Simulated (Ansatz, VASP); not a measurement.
W: VASP beside Ansatz

```xyz
1
Lattice="-1.5918 1.5918 1.5918 1.5918 -1.5918 1.5918 1.5918 1.5918 -1.5918" Properties=species:S:1:pos:R:3 pbc="T T T"
W     0.0000    0.0000    0.0000
```

Alike in both runs: functional PBE; k mesh 16 × 16 × 16; occupations fermi-dirac, width 0.15 eV; no spin polarisation.

Ansatz relaxed the structure, and its values are those at the end. VASP's run is a single point on that final structure, the one shown.

|  | VASP | Ansatz |
| --- | --- | --- |
| version | VASP 6.6.1 | Ansatz 0.2.0 |
| potentials or method | VASP PAW PBE potentials, release 64 (W_sv), cutoff 520 eV | scalar-relativistic, plane waves, PAW |
| valence electrons in the cell | 14 | 14 |

Ansatz gave:

| Item | Value |
| --- | --- |
| gap on the k mesh at the Fermi level (eV) | none |
| pressure (GPa) | 0.0 |

Task: Estimate VASP's values.

Result: gap on the k mesh at the Fermi level (eV): none; pressure (GPa): 0.5.

A gap of «none» marks a metal or a gap that the smearing closes.

Neither program's run includes spin-orbit coupling.
